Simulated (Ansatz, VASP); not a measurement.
# One calculation of PtSe2, two programs

INCAR

```
SYSTEM = PtSe2
PREC = Accurate
ENCUT = 520
EDIFF = 1E-6
ISMEAR = 0
SIGMA = 0.05
LREAL = .False.
LASPH = .True.
NELM = 60
ALGO = Normal
ISIF = 2
LWAVE = .False.
LCHARG = .True.
GGA = PE
LELF = .True.
LVHAR = .True.
NBANDS = 18
```

The input KPOINTS:

```
regular mesh
0
Gamma
  12 12 6
  0 0 0
```

The input POSCAR:

```
PtSe2
1.0
    3.9605065244      0.0000000000      0.0000000000
   -1.9802532622      3.4298992619      0.0000000000
    0.0000000000      0.0000000000      5.8566798169
Pt Se
1 2
Direct
    0.0000000000      0.0000000000      0.0000000000
    0.3333333333      0.6666666667      0.2001869949
    0.6666666667      0.3333333333      0.7998130051
```

Input for Ansatz:

```yaml
crystal:
  lattice:
    - [3.9605065244, 0.0, 0.0]
    - [-1.9802532622, 3.4298992619, 0.0]
    - [0.0, 0.0, 5.8566798169]
  atoms:
    - { symbol: Pt, position: [0.0, 0.0, 0.0] }
    - { symbol: Se, position: [0.3333333333, 0.6666666667, 0.2001869949] }
    - { symbol: Se, position: [0.6666666667, 0.3333333333, 0.7998130051] }
basis:
  ecutwfc: 420
kpoints:
  mp_grid: { grid: [12, 12, 6] }
hamiltonian:
  xc: pbe
scf:
  occupations: { method: gaussian, width: 0.05 }
output:
  forces: true
  stress: true
  eigenvalues: true
```

Alike in both runs: task single point; functional PBE; k mesh 12 × 12 × 6; occupations gaussian, width 0.05 eV; no spin polarisation.

```csv
,VASP,Ansatz
version,VASP 6.6.1,Ansatz 0.2.0
potentials or method,"VASP PAW PBE potentials, release 64 (Pt, Se), cutoff 520 eV","scalar-relativistic, plane waves, PAW"
valence electrons in the cell,22,50
```

Ansatz gave:

| Item | Value |
| --- | --- |
| gap on the k mesh at the Fermi level (eV) | 0.37 |
| least direct gap on the mesh (eV) | 0.43 |
| pressure (GPa) | -3.8 |
| traceless stress, the component that is largest in VASP (GPa) | 4.71 |
| rms of the force components (eV/Å) | 0.108 |

Q: Which values does VASP return?

A: gap on the k mesh at the Fermi level (eV): 0.36; least direct gap on the mesh (eV): 0.42; pressure (GPa): -3.9; traceless stress, the component that is largest in VASP (GPa): 4.72; rms of the force components (eV/Å): 0.106.

Atom by atom the forces differ by 0.001 eV/Å (rms over components). VASP's potentials hold 22 valence electrons a cell and Ansatz's 50, so a difference there can come from the potentials and not from the codes.

Spin-orbit coupling is off throughout.
